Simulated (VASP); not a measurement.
Runs of VASP 6.6.1 on Cu3N. The structure is that of space group Pm-3m (No. 221), or close to it. The cells are those of the table. 

```csv
task,cell,k mesh,smearing,gap on the mesh (eV),pressure (GPa)
single point,"a = 3.752 Å, 4 atoms",10 × 10 × 10,gaussian 0.01 eV,0.05,8.8
single point,"a = 3.796 Å, 4 atoms",10 × 10 × 10,gaussian 0.01 eV,(b),(c)
single point,"a = 3.863 Å, 4 atoms",10 × 10 × 10,gaussian 0.01 eV,0.34,-2.3
relaxation of cell and atoms,"relaxed to 60 GPa from a = 3.518 Å, 4 atoms",12 × 12 × 12,gaussian 0.1 eV,none,59.9
single point,"a = 3.494 Å, 4 atoms",12 × 12 × 12,gaussian 0.1 eV,none,(a)
single point,"a = 3.699 Å, 4 atoms",12 × 12 × 12,gaussian 0.1 eV,none,15.8
```

Alike in all rows: level PBE; potentials or basis VASP PAW PBE potentials, release 64 (Cu, N); no spin polarisation; cutoff (eV) 600.

**Question.** Estimate the missing entries.

**Answer.** (a) 60.9; (b) 0.17; (c) 3.8.

Caveats: the cell stands under pressure (at least some runs); semilocal functionals underestimate gaps, and a narrow one can read as zero (at least some runs); the cell is relaxed towards a set pressure, so the run minimises the enthalpy, not the energy (at least some runs).

A k mesh can miss the band edges.

A gap of «none» marks levels without a gap at the run's occupations.
